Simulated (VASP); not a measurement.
# Ni (Pm-3m) in VASP: single point with r2SCAN

Aim: the single point of Ni with r2SCAN.

Program: VASP 6.6.1. These are calculated values, not measurements. Logs are shortened: lines on timing, memory, paths and dates and some standing lists are left out, and cuts for length are marked.

## (1) The cell of the first run

The structure is cubic, space group Pm-3m (No. 221). The conventional cell has a = 2.305 Å, b = 2.305 Å, c = 2.305 Å, α = 90.00°, β = 90.00°, γ = 90.00°. Ni (site symmetry m-3m) has 6 Ni at 2.31 Å within 3.0 Å.

## (2) Single point, r2SCAN, collinear spin, ferromagnetic start

File POSCAR:

```
Ni
1.0
    2.3050185159      0.0000000000      0.0000000000
    0.0000000000      2.3050185159      0.0000000000
    0.0000000000      0.0000000000      2.3050185159
Ni
1
Direct
    0.0000000000      0.0000000000      0.0000000000
```

File INCAR.step1:

```
SYSTEM = Ni
PREC = Accurate
ENCUT = 520
ISMEAR = 0
SIGMA = 0.1
LREAL = .FALSE.
LASPH = .TRUE.
NELM = 150
ISPIN = 2
MAGMOM = 0.94
LMAXMIX = 4
NBANDS = 15
GGA = PE
ALGO = Normal
EDIFF = 1E-4
LWAVE = .TRUE.
LCHARG = .FALSE.
```

File INCAR.step2:

```
SYSTEM = Ni
PREC = Accurate
ENCUT = 520
EDIFF = 1E-7
ISMEAR = 0
SIGMA = 0.1
LREAL = .FALSE.
LASPH = .TRUE.
NELM = 150
ALGO = Normal
ISIF = 2
LWAVE = .FALSE.
LCHARG = .FALSE.
ISPIN = 2
MAGMOM = 0.94
LORBIT = 11
LMAXMIX = 4
METAGGA = R2SCAN
LMIXTAU = .TRUE.
NBANDS = 15
ISTART = 1
```

File KPOINTS:

```
regular mesh
0
G
  24 24 24
  0 0 0
```

Potentials or basis: VASP PAW PBE potentials, release 64 (Ni).

Started as:

```bash
$ cat potpaw_PBE.64/Ni/POTCAR > POTCAR
$ cp INCAR.step1 INCAR
$ mpirun -np 1 vasp_std > vasp.out
$ cp INCAR.step2 INCAR
$ mpirun -np 1 vasp_std > vasp.out
```

OUTCAR:

```text
SYSTEM = Ni
   PREC = Accurate
   ENCUT = 520
   EDIFF = 1E-7
   ISMEAR = 0
   LREAL = .FALSE.
   LASPH = .TRUE.
   NELM = 150
   ISIF = 2
   ISPIN = 2
   LORBIT = 11
   METAGGA = R2SCAN
   ISTART = 1

 ion  position               nearest neighbor table
   1  0.000  0.000  0.000-

  LATTYP: Found a simple cubic cell.
 ALAT       =     2.3050185159

  Lattice vectors:

 A1 = (   2.3050185159,   0.0000000000,   0.0000000000)
 A2 = (   0.0000000000,   2.3050185159,   0.0000000000)
 A3 = (   0.0000000000,   0.0000000000,   2.3050185159)

Analysis of symmetry for initial positions (statically):
=====================================================================
 Subroutine PRICEL returns:
 Original cell was already a primitive cell.

 Routine SETGRP: Setting up the symmetry group for a
 simple cubic supercell.

 Subroutine GETGRP returns: Found 48 space group operations
 (whereof 48 operations were pure point group operations)
 out of a pool of 48 trial point group operations.

The static configuration has the point symmetry O_h .

Analysis of symmetry for dynamics (positions and initial velocities):
=====================================================================
 Subroutine PRICEL returns:
 Original cell was already a primitive cell.

 Routine SETGRP: Setting up the symmetry group for a
 simple cubic supercell.

 Subroutine GETGRP returns: Found 48 space group operations
 (whereof 48 operations were pure point group operations)
 out of a pool of 48 trial point group operations.

The dynamic configuration has the point symmetry O_h .

Analysis of structural, dynamic, and magnetic symmetry:
=====================================================================
 Subroutine PRICEL returns:
 Original cell was already a primitive cell.

 Routine SETGRP: Setting up the symmetry group for a
 simple cubic supercell.

 Subroutine GETGRP returns: Found 48 space group operations
 (whereof 48 operations were pure point group operations)
 out of a pool of 48 trial point group operations.

The overall configuration has the point symmetry O_h .

 Subroutine INISYM returns: Found 48 space group operations
 (whereof 48 operations are pure point group operations),
 and found     1 'primitive' translations

----------------------------------------------------------------------------------------

                                     Primitive cell

  volume of cell :      12.2468

  direct lattice vectors                    reciprocal lattice vectors
     2.305018516  0.000000000  0.000000000     0.433835994  0.000000000  0.000000000
     0.000000000  2.305018516  0.000000000     0.000000000  0.433835994  0.000000000
     0.000000000  0.000000000  2.305018516     0.000000000  0.000000000  0.433835994

  length of vectors
     2.305018516  2.305018516  2.305018516     0.433835994  0.433835994  0.433835994

  position of ions in fractional coordinates (direct lattice)
     0.000000000  0.000000000  0.000000000

  ion indices of the primitive-cell ions
   primitive index   ion index
                 1           1

----------------------------------------------------------------------------------------

 KPOINTS: regular mesh

Automatic generation of k-mesh.
 Grid dimensions read from file:
 generate k-points for:   24   24   24

 Generating k-lattice:

  Cartesian coordinates                     Fractional coordinates (reciprocal lattice)
     0.018076500  0.000000000  0.000000000     0.041666667  0.000000000  0.000000000
     0.000000000  0.018076500  0.000000000     0.000000000  0.041666667  0.000000000
     0.000000000  0.000000000  0.018076500     0.000000000  0.000000000  0.041666667

  Length of vectors
     0.018076500  0.018076500  0.018076500

  Shift w.r.t. Gamma in fractional coordinates (k-lattice)
     0.000000000  0.000000000  0.000000000

 Subroutine IBZKPT returns following result:
 ===========================================

 Found    455 irreducible k-points:

 Following reciprocal coordinates:
            Coordinates               Weight
  0.000000  0.000000  0.000000      1.000000
  0.041667  0.000000  0.000000      6.000000
  0.083333  0.000000  0.000000      6.000000
  0.125000  0.000000  0.000000      6.000000
  0.166667  0.000000  0.000000      6.000000
  0.208333  0.000000  0.000000      6.000000
[... 16 lines left out ...]
  0.416667  0.041667  0.000000     24.000000
  0.458333  0.041667  0.000000     24.000000
 [... further k-points ...]
   k-points           NKPTS =    455   k-points in BZ     NKDIM =    455   number of bands    NBANDS=     15
   number of dos      NEDOS =    301   number of ions     NIONS =      1
   total plane-waves  NPLWV =   5832
   dimension x,y,z NGX =    18 NGY =   18 NGZ =   18
   dimension x,y,z NGXF=    36 NGYF=   36 NGZF=   36
   ions per type =               1
   NGX,Y,Z   is equivalent  to a cutoff of  12.98, 12.98, 12.98 a.u.
   NGXF,Y,Z  is equivalent  to a cutoff of  25.96, 25.96, 25.96 a.u.
 SYSTEM =  Ni
   PREC   = accura    normal or accurate (medium, high low for compatibility)
   ISTART =      1    job   : 0-new  1-cont  2-samecut
   ICHARG =      0    charge: 1-file 2-atom 10-const
   ISPIN  =      2    spin polarized calculation?
   LNONCOLLINEAR =      F non collinear calculations
   LSORBIT =      F    spin-orbit coupling
   LASPH  =      T    aspherical Exc in radial PAW
   ENCUT  =  520.0 eV  38.22 Ry    6.18 a.u.   4.29  4.29  4.29*2*pi/ulx,y,z
   NELM   =    150;   NELMIN=  2; NELMDL=  0     # of ELM steps
   EDIFF  = 0.1E-06   stopping-criterion for ELM
   LREAL  =      F    real-space projection
   EDIFFG = 0.1E-05   stopping-criterion for IOM
   NSW    =      0    number of steps for IOM
   IBRION =     -1    ionic relax: 0-MD 1-quasi-New 2-CG
   NFREE  =      0    steps in history (QN), initial steepest desc. (CG)
   ISIF   =      2    stress and relaxation
   ISYM   =      2    0-nonsym 1-usesym 2-fastsym
   POTIM  = 0.5000    time-step for ionic-motion
   TEBEG  =    0.0;   TEEND  =   0.0 temperature during run
   PSTRESS=    0.0 pullay stress
   NELECT =      10.0000    total number of electrons
   NUPDOWN=      -1.0000    fix difference up-down
   EMIN   =  10.00;   EMAX   =-10.00  energy-range for DOS
   EFERMI =   0.00;   METHOD = LEGACY
   ISMEAR =     0;   SIGMA  =   0.10  broadening in eV -4-tet -1-fermi 0-gaus
   EFERMI_NEDOS =   21; number of points for ismear=-14 and -15
   IALGO  =     38    algorithm
   IMIX   =      4    mixing-type and parameters
     AMIX     =   0.40;   BMIX     =  1.00
     AMIX_MAG =   1.60;   BMIX_MAG =  1.00
  volume/ion in A,a.u.               =      12.25        82.65
  Fermi-wavevector in a.u.,A,eV,Ry     =   1.530149  2.891562 31.856085  2.341356
  Thomas-Fermi vector in A             =   2.637672
   LORBIT       =     11    0 simple, 1 ext, 2 COOP (PROOUT), +10 PAW based schemes
   METAGGA = R2SCAN    functional components
   LHFCALC =     F    Hartree Fock is set to
   AEXX    =    0.0000 exact exchange contribution
   IVDW    =     0    specifies the selected vdW correction
   LEPSILON=     F    determine dielectric tensor
   LRPA    =     F    only Hartree local field effects (RPA)
 spin polarized calculation
 Gauss-broadening in eV      SIGMA  =   0.10
  energy-cutoff  :      520.00
  volume of cell :       12.25
 maximum number of plane-waves:       344
 NGX is ok and might be reduce to    18
   NGX =  9   NGY =  9   NGZ =  9

 number of electron      10.0000014 magnetization       0.8303537

 Free energy of the ion-electron system (eV)
  ---------------------------------------------------
  ext. energy  EPLUGINS =         0.00000000
  ---------------------------------------------------
  free energy    TOTEN  =       -11.17788773 eV

  energy without entropy =      -11.16897162  energy(sigma->0) =      -11.17342967

 E-fermi :   7.7996     XC(G=0): -13.3914

 val. band max:        7.7986401403   @ k =   0.1667   0.0833   0.0833
 cond. band min:       7.8003695080   @ k =   0.2917   0.2083   0.1250
 fundamental gap:      0.0017293678
 Fermi energy:         7.7996273401

 spin component 1

 k-point     1 :       0.0000    0.0000    0.0000
  band No.  band energies     occupation
      1      -0.7237      1.00000
      2       3.5325      1.00000
      3       3.5325      1.00000
      4       6.8957      1.00000
      5       6.8957      1.00000
      6       6.8957      1.00000
      7      28.3196      0.00000
      8      28.3196      0.00000
      9      28.3196      0.00000
     10      31.9430      0.00000
     11      31.9430      0.00000
     12      36.9311      0.00000
     13      51.0072      0.00000
     14      51.3413      0.00000
     15      51.3413      0.00000
[... 397 lines left out ...]
 k-point    24 :       0.4583    0.0417    0.0000
  band No.  band energies     occupation
      1       3.3321      1.00000
      2       3.9907      1.00000
      3       5.6004      1.00000
      4       5.8532      1.00000
      5       6.6624      1.00000
      6       6.9700      1.00000
      7      11.7014      0.00000
      8      32.8524      0.00000
      9      34.8306      0.00000
     10      35.6030      0.00000
     11      35.7793      0.00000
     12      39.0883      0.00000
     13      39.2633      0.00000
     14      40.2802      0.00000
     15      45.9844      0.00000

 [... further k-points ...]

 spin component 2

 k-point     1 :       0.0000    0.0000    0.0000
  band No.  band energies     occupation
      1      -0.7751      1.00000
      2       4.5091      1.00000
      3       4.5091      1.00000
      4       8.1902      0.00000
      5       8.1902      0.00000
      6       8.1902      0.00000
      7      28.5435      0.00000
      8      28.5435      0.00000
      9      28.5435      0.00000
     10      32.1896      0.00000
     11      32.1896      0.00000
     12      37.0630      0.00000
     13      51.7407      0.00000
     14      51.7407      0.00000
     15      51.7407      0.00000
[... 397 lines left out ...]
 k-point    24 :       0.4583    0.0417    0.0000
  band No.  band energies     occupation
      1       3.8343      1.00000
      2       5.0260      1.00000
      3       6.2243      1.00000
      4       7.0573      1.00000
      5       7.2759      1.00000
      6       8.2704      0.00000
      7      12.4236      0.00000
      8      32.9026      0.00000
      9      35.0366      0.00000
     10      35.9437      0.00000
     11      36.0086      0.00000
     12      39.3675      0.00000
     13      39.5693      0.00000
     14      40.6039      0.00000
     15      46.4415      0.00000

 [... further k-points ...]

------------------------ aborting loop because EDIFF is reached ----------------------------------------

  FORCE on cell =-STRESS in cart. coord.  units (eV):
  Direction    XX          YY          ZZ          XY          YZ          ZX
  --------------------------------------------------------------------------------------
  -------------------------------------------------------------------------------------
  Total        0.0084502      0.0084502      0.0084502     -0.0000000      0.0000000     -0.0000000
  in kB        1.1054911      1.1054911      1.1054911     -0.0000000      0.0000000     -0.0000000
  external PRESSURE =       1.1054911 kB  Pullay stress =       0.0000000 kB

 VOLUME and BASIS-vectors are now :
 -----------------------------------------------------------------------------
  energy-cutoff  :      520.00
  volume of cell :       12.25
      direct lattice vectors                 reciprocal lattice vectors
     2.305018516  0.000000000  0.000000000     0.433835994  0.000000000  0.000000000
     0.000000000  2.305018516  0.000000000     0.000000000  0.433835994  0.000000000
     0.000000000  0.000000000  2.305018516     0.000000000  0.000000000  0.433835994

 POSITION                                       TOTAL-FORCE (eV/Angst)
 -----------------------------------------------------------------------------------
      0.00000      0.00000      0.00000         0.000000      0.000000      0.000000
 -----------------------------------------------------------------------------------
    total drift:                                0.000000      0.000000      0.000000

  FREE ENERGIE OF THE ION-ELECTRON SYSTEM (eV)
  ---------------------------------------------------
  free  energy   TOTEN  =       -11.1778877326 eV

  energy  without entropy=      -11.1689716162  energy(sigma->0) =      -11.17342967

 total charge

# of ion       s       p       d       tot
------------------------------------------
    1        0.536   0.421   8.374   9.331

 magnetization (x)

# of ion       s       p       d       tot
------------------------------------------
    1       -0.003  -0.006   0.850   0.841
```

Run time: 12 min. Hardware: 1 thread of Intel Xeon Platinum 8259CL at 2.50GHz (Skylake/Cascade Lake), shared host; peak memory 0.23 GiB.

Results:

* Free energy: -11.1779 eV
* Pressure: 0.1 GPa
* Net moment: 0.83 μB per cell
* Site moments: Ni +0.84 μB
* Valence electrons inside the program's atomic spheres: Ni 9.33

Caveat: the PAW data sets were made with another functional, which shifts forces and pressure a little.
